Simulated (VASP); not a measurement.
Wanted: the native input for a VASP 6.6.1 run.

| Property | Result |
| --- | --- |
| Task | single point |
| Functional | LDA |
| Potentials or basis | VASP PAW LDA potentials, release 64 (Zn, Se) |
| Cutoff | 520 eV |
| k mesh | 8 × 8 × 8 |
| Occupations | fermi-dirac, width 0.03 eV |
| Spin | no spin polarisation |
| Dipole correction | no |
| Further INCAR settings | ALGO = Normal; EDIFF = 1e-07; NBANDS = 16 |

The structure of ZnSe lies in POSCAR:

```
ZnSe
1.0
    0.0000000000      2.8710911186      2.8710911186
    2.8710911186      0.0000000000      2.8710911186
    2.8710911186      2.8710911186      0.0000000000
Zn Se
1 1
Direct
    0.0000000000      0.0000000000      0.0000000000
    0.7500000000      0.7500000000      0.7500000000
```

This cell differs from its parent crystal: volume scaled by 1.04.

These files were run (other wordings do the same):

INCAR

```
  ALGO = Normal
  EDIFF = 1E-7
  ENCUT = 520
  ISIF = 2
  ISMEAR = -1
  LASPH = True
  LCHARG = False
  LREAL = False
  LWAVE = False
  NBANDS = 16
  NELM = 80
  PREC = Accurate
  SIGMA = 0.03
```

KPOINTS

```
k-points
0
Gamma
  8 8 8
```

Potentials or basis: VASP PAW LDA potentials, release 64 (Zn, Se).

Command:

```console
$ cat potpaw_LDA.64/Zn/POTCAR potpaw_LDA.64/Se/POTCAR > POTCAR
$ mpirun -np 1 vasp_std > vasp.out
```

Results of the run:

```yaml
Pressure: -5.1 GPa
Band_gap_on_the_k_mesh: 0.91 eV, direct
```

It took 18 s on 1 thread of Intel(R) Xeon(R) Platinum 8259CL CPU @ 2.50GHz (Skylake/Cascade Lake), with other jobs on the host, peak memory 0.15 GiB.
